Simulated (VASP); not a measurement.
# Na2S (Fm-3m) in VASP: further runs

Runs on Na2S. Level: r2SCAN. Tasks: single point.

All numbers are computed with VASP 6.6.1; they aren't measurements. Logs are shortened: lines on timing, memory, paths and dates and some standing lists are left out, and cuts for length are marked.

## 1. The cell of the first run

The structure is cubic, space group Fm-3m (No. 225). Conventional cell: a = 6.288 Å, b = 6.288 Å, c = 6.288 Å, α = 90.00°, β = 90.00°, γ = 90.00°. Within 3.6 Å of Na (site symmetry -43m) lie 4 S at 2.72 Å and 6 Na at 3.14 Å. S (site symmetry m-3m) has 8 Na at 2.72 Å within 3.6 Å.

## 2. Single point, r2SCAN

Contents of POSCAR:

```
Na2S
1.0
    3.1439780513      3.1439780513      0.0000000000
   -3.1439780513      3.1439780513      0.0000000000
    0.0000000000      3.1439780513      3.1439780513
Na S
2 1
Direct
    0.2500000000      0.7500000000      0.5000000000
    0.7500000000      0.2500000000      0.5000000000
    0.0000000000      0.0000000000      0.0000000000
```

Contents of INCAR.step1:

```
PREC = Accurate ; ENCUT = 550
ISMEAR = 0 ; SIGMA = 0.01
LREAL = False ; LASPH = True
NELM = 120 ; NBANDS = 17
GGA = PE ; ALGO = Normal
EDIFF = 1E-5 ; LWAVE = True
LCHARG = False ; GGA_COMPAT = False
```

Contents of INCAR.step2:

```
PREC = Accurate ; ENCUT = 550
EDIFF = 1E-6 ; ISMEAR = 0
SIGMA = 0.01 ; LREAL = False
LASPH = True ; NELM = 120
ALGO = Normal ; ISIF = 2
LWAVE = False ; LCHARG = False
METAGGA = R2SCAN ; LMIXTAU = True
NBANDS = 17 ; ISTART = 1
GGA_COMPAT = False
```

Contents of KPOINTS:

```
Automatic mesh
0
Gamma
  6 6 6
```

Potentials or basis: VASP PAW PBE potentials, release 64 (Na_pv, S).

Run with:

```console
> cat potpaw_PBE.64/Na_pv/POTCAR potpaw_PBE.64/S/POTCAR > POTCAR
> cp INCAR.step1 INCAR
> mpirun -np 1 vasp_std > vasp.out
> cp INCAR.step2 INCAR
> mpirun -np 1 vasp_std > vasp.out
```

OUTCAR:

```text
PREC = Accurate
   ENCUT = 550
   EDIFF = 1E-6
   ISMEAR = 0
   LREAL = False
   LASPH = True
   NELM = 120
   ISIF = 2
   METAGGA = R2SCAN
   ISTART = 1

 ion  position               nearest neighbor table
   1  0.250  0.750  0.500-   3 2.72   3 2.72   3 2.72   3 2.72
   2  0.750  0.250  0.500-   3 2.72   3 2.72   3 2.72   3 2.72
   3  0.000  0.000  0.000-   1 2.72   2 2.72   1 2.72   2 2.72   2 2.72   1 2.72   2 2.72   1 2.72

  LATTYP: Found a face centered cubic cell.
 ALAT       =     6.2879561026

  Lattice vectors:

 A1 = (   0.0000000000,   3.1439780513,   3.1439780513)
 A2 = (   3.1439780513,   0.0000000000,   3.1439780513)
 A3 = (   3.1439780513,   3.1439780513,   0.0000000000)

Analysis of symmetry for initial positions (statically):
=====================================================================
 Subroutine PRICEL returns:
 Original cell was already a primitive cell.

 Routine SETGRP: Setting up the symmetry group for a
 face centered cubic supercell.

 Subroutine GETGRP returns: Found 48 space group operations
 (whereof 48 operations were pure point group operations)
 out of a pool of 48 trial point group operations.

The static configuration has the point symmetry O_h .

Analysis of symmetry for dynamics (positions and initial velocities):
=====================================================================
 Subroutine PRICEL returns:
 Original cell was already a primitive cell.

 Routine SETGRP: Setting up the symmetry group for a
 face centered cubic supercell.

 Subroutine GETGRP returns: Found 48 space group operations
 (whereof 48 operations were pure point group operations)
 out of a pool of 48 trial point group operations.

The dynamic configuration has the point symmetry O_h .

 Subroutine INISYM returns: Found 48 space group operations
 (whereof 48 operations are pure point group operations),
 and found     1 'primitive' translations

----------------------------------------------------------------------------------------

                                     Primitive cell

  volume of cell :      62.1539

  direct lattice vectors                    reciprocal lattice vectors
     3.143978051  3.143978051  0.000000000     0.159034189  0.159034189 -0.159034189
    -3.143978051  3.143978051  0.000000000    -0.159034189  0.159034189 -0.159034189
     0.000000000  3.143978051  3.143978051     0.000000000  0.000000000  0.318068378

  length of vectors
     4.446256400  4.446256400  4.446256400     0.275455296  0.275455296  0.318068378

  position of ions in fractional coordinates (direct lattice)
     0.250000000  0.750000000  0.500000000
     0.750000000  0.250000000  0.500000000
     0.000000000  0.000000000  0.000000000

  ion indices of the primitive-cell ions
   primitive index   ion index
                 1           1
                 2           2
                 3           3

----------------------------------------------------------------------------------------

 KPOINTS: Automatic mesh

Automatic generation of k-mesh.
 Grid dimensions read from file:
 generate k-points for:    6    6    6

 Generating k-lattice:

  Cartesian coordinates                     Fractional coordinates (reciprocal lattice)
     0.026505698  0.026505698 -0.026505698     0.166666667  0.000000000  0.000000000
    -0.026505698  0.026505698 -0.026505698     0.000000000  0.166666667  0.000000000
     0.000000000  0.000000000  0.053011396     0.000000000  0.000000000  0.166666667

  Length of vectors
     0.045909216  0.045909216  0.053011396

  Shift w.r.t. Gamma in fractional coordinates (k-lattice)
     0.000000000  0.000000000  0.000000000

 Subroutine IBZKPT returns following result:
 ===========================================

 Found     16 irreducible k-points:

 Following reciprocal coordinates:
            Coordinates               Weight
  0.000000  0.000000  0.000000      1.000000
  0.166667  0.000000  0.000000      8.000000
  0.333333  0.000000  0.000000      8.000000
  0.500000  0.000000  0.000000      4.000000
  0.166667  0.166667  0.000000     12.000000
  0.333333  0.166667  0.000000     24.000000
[... 8 lines left out ...]
  0.500000  0.333333  0.166667     24.000000
  0.500000  0.500000  0.166667     12.000000
   k-points           NKPTS =     16   k-points in BZ     NKDIM =     16   number of bands    NBANDS=     17
   number of dos      NEDOS =    301   number of ions     NIONS =      3
   total plane-waves  NPLWV =  46656
   dimension x,y,z NGX =    36 NGY =   36 NGZ =   36
   dimension x,y,z NGXF=    72 NGYF=   72 NGZF=   72
   ions per type =               2   1
   NGX,Y,Z   is equivalent  to a cutoff of  13.46, 13.46, 13.46 a.u.
   NGXF,Y,Z  is equivalent  to a cutoff of  26.92, 26.92, 26.92 a.u.
 SYSTEM =  unknown system
   PREC   = accura    normal or accurate (medium, high low for compatibility)
   ISTART =      1    job   : 0-new  1-cont  2-samecut
   ICHARG =      0    charge: 1-file 2-atom 10-const
   ISPIN  =      1    spin polarized calculation?
   LNONCOLLINEAR =      F non collinear calculations
   LSORBIT =      F    spin-orbit coupling
   LASPH  =      T    aspherical Exc in radial PAW
   ENCUT  =  550.0 eV  40.42 Ry    6.36 a.u.   8.50  8.50  8.50*2*pi/ulx,y,z
   NELM   =    120;   NELMIN=  2; NELMDL=  0     # of ELM steps
   EDIFF  = 0.1E-05   stopping-criterion for ELM
   LREAL  =      F    real-space projection
   EDIFFG = 0.1E-04   stopping-criterion for IOM
   NSW    =      0    number of steps for IOM
   IBRION =     -1    ionic relax: 0-MD 1-quasi-New 2-CG
   NFREE  =      0    steps in history (QN), initial steepest desc. (CG)
   ISIF   =      2    stress and relaxation
   ISYM   =      2    0-nonsym 1-usesym 2-fastsym
   POTIM  = 0.5000    time-step for ionic-motion
   TEBEG  =    0.0;   TEEND  =   0.0 temperature during run
   PSTRESS=    0.0 pullay stress
   NELECT =      20.0000    total number of electrons
   NUPDOWN=      -1.0000    fix difference up-down
   EMIN   =  10.00;   EMAX   =-10.00  energy-range for DOS
   EFERMI =   0.00;   METHOD = LEGACY
   ISMEAR =     0;   SIGMA  =   0.01  broadening in eV -4-tet -1-fermi 0-gaus
   EFERMI_NEDOS =   21; number of points for ismear=-14 and -15
   IALGO  =     38    algorithm
   IMIX   =      4    mixing-type and parameters
     AMIX     =   0.40;   BMIX     =  1.00
     AMIX_MAG =   1.60;   BMIX_MAG =  1.00
  volume/ion in A,a.u.               =      20.72       139.81
  Fermi-wavevector in a.u.,A,eV,Ry     =   1.121834  2.119959 17.123094  1.258512
  Thomas-Fermi vector in A             =   2.258490
   LORBIT       =      0    0 simple, 1 ext, 2 COOP (PROOUT), +10 PAW based schemes
   METAGGA = R2SCAN    functional components
   LHFCALC =     F    Hartree Fock is set to
   AEXX    =    0.0000 exact exchange contribution
   IVDW    =     0    specifies the selected vdW correction
   LEPSILON=     F    determine dielectric tensor
   LRPA    =     F    only Hartree local field effects (RPA)
 non-spin polarized calculation
 Gauss-broadening in eV      SIGMA  =   0.01
  energy-cutoff  :      550.00
  volume of cell :       62.15
 maximum number of plane-waves:      1853
 NGX is ok and might be reduce to    36
   NGX = 17   NGY = 17   NGZ = 17

 number of electron      20.0000016 magnetization

 Free energy of the ion-electron system (eV)
  ---------------------------------------------------
  ext. energy  EPLUGINS =         0.00000000
  ---------------------------------------------------
  free energy    TOTEN  =       -18.89760175 eV

  energy without entropy =      -18.89760175  energy(sigma->0) =      -18.89760175

 E-fermi :   0.5363     XC(G=0):  -8.7592

 val. band max:        0.4000919690   @ k =   0.0000   0.0000   0.0000
 cond. band min:       3.9031130185   @ k =   0.0000   0.0000   0.0000
 fundamental gap:      3.5030210496
 Fermi energy:         0.5362556707

 k-point     1 :       0.0000    0.0000    0.0000
  band No.  band energies     occupation
      1     -22.4088      2.00000
      2     -22.4088      2.00000
      3     -22.4088      2.00000
      4     -22.3361      2.00000
      5     -22.3361      2.00000
      6     -22.3361      2.00000
[... 9 lines left out ...]
     16      10.4927      0.00000
     17      12.9599      0.00000

 k-point     2 :       0.1667    0.0000    0.0000
  band No.  band energies     occupation
      1     -22.4062      2.00000
      2     -22.4044      2.00000
      3     -22.4044      2.00000
      4     -22.3444      2.00000
      5     -22.3414      2.00000
      6     -22.3414      2.00000
[... 9 lines left out ...]
     16      10.1611      0.00000
     17      12.2850      0.00000

 k-point     3 :       0.3333    0.0000    0.0000
  band No.  band energies     occupation
      1     -22.3985      2.00000
      2     -22.3919      2.00000
      3     -22.3919      2.00000
      4     -22.3632      2.00000
      5     -22.3554      2.00000
      6     -22.3554      2.00000
[... 9 lines left out ...]
     16      11.2885      0.00000
     17      12.3003      0.00000

 k-point     4 :       0.5000    0.0000    0.0000
  band No.  band energies     occupation
      1     -22.3890      2.00000
      2     -22.3783      2.00000
      3     -22.3757      2.00000
      4     -22.3757      2.00000
      5     -22.3724      2.00000
      6     -22.3724      2.00000
[... 9 lines left out ...]
     16      12.8812      0.00000
     17      13.6827      0.00000
[... 183 lines left out ...]
      1     -22.4291      2.00000
      2     -22.4163      2.00000
      3     -22.3975      2.00000
      4     -22.3543      2.00000
      5     -22.3422      2.00000
      6     -22.3257      2.00000
[... 9 lines left out ...]
     16      12.9765      0.00000
     17      13.7746      0.00000

 k-point    15 :       0.5000    0.3333    0.1667
  band No.  band energies     occupation
      1     -22.4354      2.00000
      2     -22.4255      2.00000
      3     -22.3764      2.00000
      4     -22.3762      2.00000
      5     -22.3288      2.00000
      6     -22.3271      2.00000
[... 9 lines left out ...]
     16      12.4427      0.00000
     17      13.7844      0.00000

 k-point    16 :       0.5000    0.5000    0.1667
  band No.  band energies     occupation
      1     -22.4466      2.00000
      2     -22.4311      2.00000
      3     -22.4013      2.00000
      4     -22.3509      2.00000
      5     -22.3232      2.00000
      6     -22.3183      2.00000
[... 9 lines left out ...]
     16      13.0549      0.00000
     17      13.8770      0.00000

------------------------ aborting loop because EDIFF is reached ----------------------------------------

  FORCE on cell =-STRESS in cart. coord.  units (eV):
  Direction    XX          YY          ZZ          XY          YZ          ZX
  --------------------------------------------------------------------------------------
  -------------------------------------------------------------------------------------
  Total        1.4731906      1.4731906      1.4731906      0.0000000      0.0000000      0.0000000
  in kB       37.9752812     37.9752812     37.9752812      0.0000000      0.0000000      0.0000000
  external PRESSURE =      37.9752812 kB  Pullay stress =       0.0000000 kB

 VOLUME and BASIS-vectors are now :
 -----------------------------------------------------------------------------
  energy-cutoff  :      550.00
  volume of cell :       62.15
      direct lattice vectors                 reciprocal lattice vectors
     3.143978051  3.143978051  0.000000000     0.159034189  0.159034189 -0.159034189
    -3.143978051  3.143978051  0.000000000    -0.159034189  0.159034189 -0.159034189
     0.000000000  3.143978051  3.143978051     0.000000000  0.000000000  0.318068378

 POSITION                                       TOTAL-FORCE (eV/Angst)
 -----------------------------------------------------------------------------------
     -1.57199      4.71597      1.57199         0.000000     -0.000000     -0.000000
      1.57199      4.71597      1.57199        -0.000000      0.000000      0.000000
      0.00000      0.00000      0.00000        -0.000000      0.000000      0.000000
 -----------------------------------------------------------------------------------
    total drift:                                0.000000      0.000000      0.000000

  FREE ENERGIE OF THE ION-ELECTRON SYSTEM (eV)
  ---------------------------------------------------
  free  energy   TOTEN  =       -18.8976017502 eV

  energy  without entropy=      -18.8976017502  energy(sigma->0) =      -18.89760175
```

It took 1.8 min on 1 thread of Intel Xeon 8259CL, shared host; peak memory 0.2 GiB.

Results:

| Property | Result |
| --- | --- |
| Free energy | -18.8976 eV |
| Pressure | 3.8 GPa |
| Band gap on the k mesh | 3.50 eV |

Levels at points of the mesh, in eV from the valence-band top:
```csv
k point,band 8,band 9,band 10,band 11,band 12,band 13
"(0.00, 0.00, 0.00)",0.00,0.00,0.00,3.50,8.85,8.85
"(0.50, 0.00, 0.00)",-1.81,-0.13,-0.13,6.04,7.43,7.93
"(0.50, 0.50, 0.00)",-1.59,-0.48,-0.48,4.25,7.10,10.35
```

Caveat: the cell stands under pressure; the PAW data sets were made with another functional, which shifts forces and pressure a little.

## 3. Single point, r2SCAN

POSCAR is that of step 2.

Contents of INCAR.step1:

```
SYSTEM = Na2S
PREC = Accurate
ENCUT = 550
ISMEAR = 0
SIGMA = 0.01
LREAL = .FALSE.
LASPH = .TRUE.
NELM = 120
NBANDS = 17
GGA = PE
ALGO = Normal
EDIFF = 1E-5
LWAVE = .TRUE.
LCHARG = .FALSE.
GGA_COMPAT = .FALSE.
```

Contents of INCAR.step2:

```
SYSTEM = Na2S
PREC = Accurate
ENCUT = 550
EDIFF = 1E-6
ISMEAR = 0
SIGMA = 0.01
LREAL = .FALSE.
LASPH = .TRUE.
NELM = 120
ALGO = Normal
ISIF = 2
LWAVE = .FALSE.
LCHARG = .FALSE.
METAGGA = R2SCAN
LMIXTAU = .TRUE.
NBANDS = 17
ISTART = 1
GGA_COMPAT = .FALSE.
```

Contents of KPOINTS:

```
Automatic mesh
0
G
  6 6 6
  0 0 0
```

Potentials or basis: VASP PAW PBE potentials, release 64 (Na_pv, S).

Run with:

```console
> cat potpaw_PBE.64/Na_pv/POTCAR potpaw_PBE.64/S/POTCAR > POTCAR
> cp INCAR.step1 INCAR
> mpirun -np 1 vasp_std > vasp.out
> cp INCAR.step2 INCAR
> mpirun -np 1 vasp_std > vasp.out
```

Run time: 1.8 min. Hardware: 1 thread of Intel Xeon 8259CL, shared host; peak memory 0.2 GiB.

The run converged. Its results:

| Quantity | Value |
| --- | --- |
| Free energy | -18.8976 eV |
| Pressure | 3.8 GPa |
| Band gap on the k mesh | 3.50 eV |

Levels at points of the mesh, in eV from the valence-band top:
```csv
k point,band 7,band 8,band 9,band 10,band 11,band 12,band 13,band 14
"(0.00, 0.00, 0.00)",-10.74,0.00,0.00,0.00,3.50,8.85,8.85,8.85
"(0.50, 0.00, 0.00)",-10.40,-1.81,-0.13,-0.13,6.04,7.43,7.93,7.93
"(0.50, 0.50, 0.00)",-10.29,-1.59,-0.48,-0.48,4.25,7.10,10.35,11.35
```

Caveat: the cell stands under pressure; the PAW data sets were made with another functional, which shifts forces and pressure a little.

[end of part 1 of 2]
